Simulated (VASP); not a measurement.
# AlN (P6_3mc) in VASP: notebook

The runs below take AlN through single point, with PBE.

Program: VASP 6.6.1. These are calculated values, not measurements. Logs are shortened: lines on timing, memory, paths and dates and some standing lists are left out, and cuts for length are marked.

### Step 1. The cell of the first run

It takes space group P6_3mc (No. 186, hexagonal). The conventional cell has a = 3.286 Å, b = 3.286 Å, c = 4.153 Å, α = 90.00°, β = 90.00°, γ = 120.00°. Within 2.1 Å of Al (site symmetry 3m) lie 4 N at 1.61 to 1.95 Å. N (site symmetry 3m) has 4 Al at 1.61 to 1.95 Å within 2.1 Å.

### Step 2. Single point, PBE

INCAR reads:

```
SYSTEM = AlN
ALGO     = Normal         ! electronic algorithm
EDIFF    = 1E-7           ! SCF threshold, eV
ENCUT    = 520            ! plane-wave cutoff, eV
GGA      = PE             ! functional
ISIF     = 2              ! what is computed and relaxed
ISMEAR   = 0              ! smearing method
LASPH    = .TRUE.         ! aspherical terms in the spheres
LCHARG   = .TRUE.         ! write CHGCAR
LELF     = .TRUE.         ! ELF
LREAL    = .FALSE.        ! projectors in reciprocal space
LVHAR    = .TRUE.       
LWAVE    = .FALSE.        ! write WAVECAR
NBANDS   = 16             ! bands
NELM     = 80             ! most SCF steps
PREC     = Accurate       ! precision mode
SIGMA    = 0.05           ! smearing width, eV
```

KPOINTS reads:

```
k-points
0
G
  9 9 6
  0 0 0
```

POSCAR reads:

```
AlN
1.0
    3.2859774621      0.0000000000      0.0000000000
   -1.6429887310      2.8457399585      0.0000000000
    0.0000000000      0.0000000000      4.1528332427
Al N
2 2
Direct
    0.3333333333      0.6666666667      0.7881825525
    0.6666666667      0.3333333333      0.2881825525
    0.3333333333      0.6666666667      0.1764493462
    0.6666666667      0.3333333333      0.6764493462
```

Potentials or basis: VASP PAW PBE potentials, release 64 (Al, N).

Launch:

```bash
> cat potpaw_PBE.64/Al/POTCAR potpaw_PBE.64/N/POTCAR > POTCAR
> mpirun -np 1 vasp_std > vasp.out
```

OUTCAR:

```text
SYSTEM = AlN
   EDIFF = 1E-7
   ENCUT = 520
   GGA = PE
   ISIF = 2
   ISMEAR = 0
   LASPH = .TRUE.
   LREAL = .FALSE.
   NELM = 80
   PREC = Accurate

 ion  position               nearest neighbor table
   1  0.333  0.667  0.788-   3 1.61   4 1.95   4 1.95   4 1.95   3 2.54   2 2.81   2 2.81   2 2.81
                             2 2.81   2 2.81   2 2.81
   2  0.667  0.333  0.288-   4 1.61   3 1.95   3 1.95   3 1.95   4 2.54   1 2.81   1 2.81   1 2.81
                             1 2.81   1 2.81   1 2.81
   3  0.333  0.667  0.176-   1 1.61   2 1.95   2 1.95   2 1.95   1 2.54
   4  0.667  0.333  0.676-   2 1.61   1 1.95   1 1.95   1 1.95   2 2.54

  LATTYP: Found a hexagonal cell.
 ALAT       =     3.2859774621
 C/A-ratio  =     1.2638045424

  Lattice vectors:

 A1 = (   3.2859774621,   0.0000000000,   0.0000000000)
 A2 = (  -1.6429887310,   2.8457399585,   0.0000000000)
 A3 = (   0.0000000000,   0.0000000000,   4.1528332427)

Analysis of symmetry for initial positions (statically):
=====================================================================
 Subroutine PRICEL returns:
 Original cell was already a primitive cell.

 Routine SETGRP: Setting up the symmetry group for a
 hexagonal supercell.

 Subroutine GETGRP returns: Found 12 space group operations
 (whereof  6 operations were pure point group operations)
 out of a pool of 24 trial point group operations.

The static configuration has the point symmetry C_3v.
 The point group associated with its full space group is C_6v.

Analysis of symmetry for dynamics (positions and initial velocities):
=====================================================================
 Subroutine PRICEL returns:
 Original cell was already a primitive cell.

 Routine SETGRP: Setting up the symmetry group for a
 hexagonal supercell.

 Subroutine GETGRP returns: Found 12 space group operations
 (whereof  6 operations were pure point group operations)
 out of a pool of 24 trial point group operations.

The dynamic configuration has the point symmetry C_3v.
 The point group associated with its full space group is C_6v.

 Subroutine INISYM returns: Found 12 space group operations
 (whereof  6 operations are pure point group operations),
 and found     1 'primitive' translations

----------------------------------------------------------------------------------------

                                     Primitive cell

  volume of cell :      38.8333

  direct lattice vectors                    reciprocal lattice vectors
     3.285977462  0.000000000  0.000000000     0.304323451  0.175701226  0.000000000
    -1.642988731  2.845739958  0.000000000     0.000000000  0.351402452  0.000000000
     0.000000000  0.000000000  4.152833243     0.000000000  0.000000000  0.240799459

  length of vectors
     3.285977462  3.285977462  4.152833243     0.351402452  0.351402452  0.240799459

  position of ions in fractional coordinates (direct lattice)
     0.333333333  0.666666667  0.788182552
     0.666666667  0.333333333  0.288182552
     0.333333333  0.666666667  0.176449346
     0.666666667  0.333333333  0.676449346

  ion indices of the primitive-cell ions
   primitive index   ion index
                 1           1
                 2           2
                 3           3
                 4           4

----------------------------------------------------------------------------------------

 KPOINTS: k-points

Automatic generation of k-mesh.
 Grid dimensions read from file:
 generate k-points for:    9    9    6

 Generating k-lattice:

  Cartesian coordinates                     Fractional coordinates (reciprocal lattice)
     0.033813717  0.019522358  0.000000000     0.111111111  0.000000000  0.000000000
     0.000000000  0.039044717  0.000000000     0.000000000  0.111111111  0.000000000
     0.000000000  0.000000000  0.040133243     0.000000000  0.000000000  0.166666667

  Length of vectors
     0.039044717  0.039044717  0.040133243

  Shift w.r.t. Gamma in fractional coordinates (k-lattice)
     0.000000000  0.000000000  0.000000000

 Subroutine IBZKPT returns following result:
 ===========================================

 Found     48 irreducible k-points:

 Following reciprocal coordinates:
            Coordinates               Weight
  0.000000  0.000000  0.000000      1.000000
  0.111111 -0.000000  0.000000      6.000000
  0.222222 -0.000000  0.000000      6.000000
  0.333333  0.000000  0.000000      6.000000
  0.444444 -0.000000  0.000000      6.000000
  0.111111  0.111111  0.000000      6.000000
[... 16 lines left out ...]
  0.333333  0.222222  0.166667     24.000000
  0.333333  0.333333  0.166667      4.000000
 [... further k-points ...]
   k-points           NKPTS =     48   k-points in BZ     NKDIM =     48   number of bands    NBANDS=     16
   number of dos      NEDOS =    301   number of ions     NIONS =      4
   total plane-waves  NPLWV =  18432
   dimension x,y,z NGX =    24 NGY =   24 NGZ =   32
   dimension x,y,z NGXF=    48 NGYF=   48 NGZF=   64
   ions per type =               2   2
   NGX,Y,Z   is equivalent  to a cutoff of  12.14, 12.14, 12.81 a.u.
   NGXF,Y,Z  is equivalent  to a cutoff of  24.28, 24.28, 25.62 a.u.
 SYSTEM =  AlN
   PREC   = accura    normal or accurate (medium, high low for compatibility)
   ISTART =      0    job   : 0-new  1-cont  2-samecut
   ICHARG =      2    charge: 1-file 2-atom 10-const
   ISPIN  =      1    spin polarized calculation?
   LNONCOLLINEAR =      F non collinear calculations
   LSORBIT =      F    spin-orbit coupling
   LASPH  =      T    aspherical Exc in radial PAW
   ENCUT  =  520.0 eV  38.22 Ry    6.18 a.u.   6.11  6.11  7.72*2*pi/ulx,y,z
   NELM   =     80;   NELMIN=  2; NELMDL= -5     # of ELM steps
   EDIFF  = 0.1E-06   stopping-criterion for ELM
   LREAL  =      F    real-space projection
   EDIFFG = 0.1E-05   stopping-criterion for IOM
   NSW    =      0    number of steps for IOM
   IBRION =     -1    ionic relax: 0-MD 1-quasi-New 2-CG
   NFREE  =      0    steps in history (QN), initial steepest desc. (CG)
   ISIF   =      2    stress and relaxation
   ISYM   =      2    0-nonsym 1-usesym 2-fastsym
   POTIM  = 0.5000    time-step for ionic-motion
   TEBEG  =    0.0;   TEEND  =   0.0 temperature during run
   PSTRESS=    0.0 pullay stress
   NELECT =      16.0000    total number of electrons
   NUPDOWN=      -1.0000    fix difference up-down
   EMIN   =  10.00;   EMAX   =-10.00  energy-range for DOS
   EFERMI =   0.00;   METHOD = LEGACY
   ISMEAR =     0;   SIGMA  =   0.05  broadening in eV -4-tet -1-fermi 0-gaus
   EFERMI_NEDOS =   21; number of points for ismear=-14 and -15
   IALGO  =     38    algorithm
   IMIX   =      4    mixing-type and parameters
     AMIX     =   0.40;   BMIX     =  1.00
     AMIX_MAG =   1.60;   BMIX_MAG =  1.00
  volume/ion in A,a.u.               =       9.71        65.52
  Fermi-wavevector in a.u.,A,eV,Ry     =   1.218185  2.302037 20.190715  1.483976
  Thomas-Fermi vector in A             =   2.353480
   LORBIT       =      0    0 simple, 1 ext, 2 COOP (PROOUT), +10 PAW based schemes
   GGA     = PE    functional components
   LHFCALC =     F    Hartree Fock is set to
   AEXX    =    0.0000 exact exchange contribution
   IVDW    =     0    specifies the selected vdW correction
   LEPSILON=     F    determine dielectric tensor
   LRPA    =     F    only Hartree local field effects (RPA)
 non-spin polarized calculation
 Gauss-broadening in eV      SIGMA  =   0.05
  energy-cutoff  :      520.00
  volume of cell :       38.83
 maximum number of plane-waves:      1068
   NGX = 13   NGY = 13   NGZ = 15

 number of electron      15.9999998 magnetization

 Free energy of the ion-electron system (eV)
  ---------------------------------------------------
  ext. energy  EPLUGINS =         0.00000000
  ---------------------------------------------------
  free energy    TOTEN  =       -27.52968980 eV

  energy without entropy =      -27.52968980  energy(sigma->0) =      -27.52968980

 E-fermi :   7.5206     XC(G=0): -11.1950

 val. band max:        7.2414285980   @ k =   0.0000   0.0000   0.0000
 cond. band min:      11.4434553325   @ k =   0.0000   0.0000   0.0000
 fundamental gap:      4.2020267345
 Fermi energy:         7.5205573529

 k-point     1 :       0.0000    0.0000    0.0000
  band No.  band energies     occupation
      1      -8.8619      2.00000
      2      -5.3967      2.00000
      3       1.4431      2.00000
      4       4.9202      2.00000
      5       4.9202      2.00000
      6       6.4812      2.00000
[... 8 lines left out ...]
     15      19.9681      0.00000
     16      20.5476      0.00000

 k-point     2 :       0.1111   -0.0000    0.0000
  band No.  band energies     occupation
      1      -8.7222      2.00000
      2      -5.3883      2.00000
      3       1.5907      2.00000
      4       4.3844      2.00000
      5       4.7093      2.00000
      6       5.8672      2.00000
[... 8 lines left out ...]
     15      19.8521      0.00000
     16      20.1523      0.00000

 k-point     3 :       0.2222   -0.0000    0.0000
  band No.  band energies     occupation
      1      -8.3220      2.00000
      2      -5.4051      2.00000
      3       2.0014      2.00000
      4       3.2492      2.00000
      5       4.2833      2.00000
      6       4.8974      2.00000
[... 8 lines left out ...]
     15      18.9746      0.00000
     16      20.3748      0.00000

 k-point     4 :       0.3333    0.0000    0.0000
  band No.  band energies     occupation
      1      -7.7315      2.00000
      2      -5.5518      2.00000
      3       2.0406      2.00000
      4       2.8004      2.00000
      5       3.8991      2.00000
      6       4.0761      2.00000
[... 8 lines left out ...]
     15      19.8585      0.00000
     16      20.8268      0.00000
[... 324 lines left out ...]
 k-point    22 :       0.2222    0.2222    0.1667
  band No.  band energies     occupation
      1      -7.2848      2.00000
      2      -5.7556      2.00000
      3       1.8769      2.00000
      4       2.1456      2.00000
      5       3.7412      2.00000
      6       4.3788      2.00000
[... 8 lines left out ...]
     15      20.3746      0.00000
     16      21.6334      0.00000

 k-point    23 :       0.3333    0.2222    0.1667
  band No.  band energies     occupation
      1      -6.7533      2.00000
      2      -5.9984      2.00000
      3       1.5031      2.00000
      4       2.2909      2.00000
      5       2.9659      2.00000
      6       4.8815      2.00000
[... 8 lines left out ...]
     15      20.2897      0.00000
     16      21.8333      0.00000

 k-point    24 :       0.3333    0.3333    0.1667
  band No.  band energies     occupation
      1      -6.3219      2.00000
      2      -6.3219      2.00000
      3       1.5480      2.00000
      4       2.4414      2.00000
      5       2.4414      2.00000
      6       5.0153      2.00000
[... 8 lines left out ...]
     15      20.2071      0.00000
     16      21.5860      0.00000

 [... further k-points ...]

------------------------ aborting loop because EDIFF is reached ----------------------------------------

  FORCE on cell =-STRESS in cart. coord.  units (eV):
  Direction    XX          YY          ZZ          XY          YZ          ZX
  --------------------------------------------------------------------------------------
  -------------------------------------------------------------------------------------
  Total       -1.5372302     -1.5372302     27.1433818     -0.0000000      0.0000000     -0.0000000
  in kB      -63.4227691    -63.4227691   1119.8768146     -0.0000000      0.0000000     -0.0000000
  external PRESSURE =     331.0104255 kB  Pullay stress =       0.0000000 kB

 VOLUME and BASIS-vectors are now :
 -----------------------------------------------------------------------------
  energy-cutoff  :      520.00
  volume of cell :       38.83
      direct lattice vectors                 reciprocal lattice vectors
     3.285977462  0.000000000  0.000000000     0.304323451  0.175701226  0.000000000
    -1.642988731  2.845739958  0.000000000     0.000000000  0.351402452  0.000000000
     0.000000000  0.000000000  4.152833243     0.000000000  0.000000000  0.240799459

 POSITION                                       TOTAL-FORCE (eV/Angst)
 -----------------------------------------------------------------------------------
     -0.00000      1.89716      3.27319        -0.000000      0.000000     -7.052440
      1.64299      0.94858      1.19677         0.000000     -0.000000     -7.052440
     -0.00000      1.89716      0.73276        -0.000000      0.000000      7.052440
      1.64299      0.94858      2.80918        -0.000000     -0.000000      7.052440
 -----------------------------------------------------------------------------------
    total drift:                               -0.000000      0.000000     -0.000472

  FREE ENERGIE OF THE ION-ELECTRON SYSTEM (eV)
  ---------------------------------------------------
  free  energy   TOTEN  =       -27.5296898028 eV

  energy  without entropy=      -27.5296898028  energy(sigma->0) =      -27.52968980
```

Run time: 16 s. Hardware: 1 thread of Intel Xeon Platinum 8259CL at 2.50GHz (Skylake/Cascade Lake), shared host; peak memory 0.15 GiB.

Results:

- Free energy: -27.5297 eV
- Pressure: 33.1 GPa
- Largest force: 7.052 eV/Å
- Band gap on the k mesh: 4.20 eV, direct

Forces on the atoms (eV/Å):
```
Al   0.000  0.000 -7.052
Al   0.000  0.000 -7.052
N    0.000  0.000  7.052
N    0.000  0.000  7.052
```

Caveat: forces of over 1 eV/Å act on the atoms, so gaps and moduli don't describe the material at rest.

(Continued in part 2 of 3.)
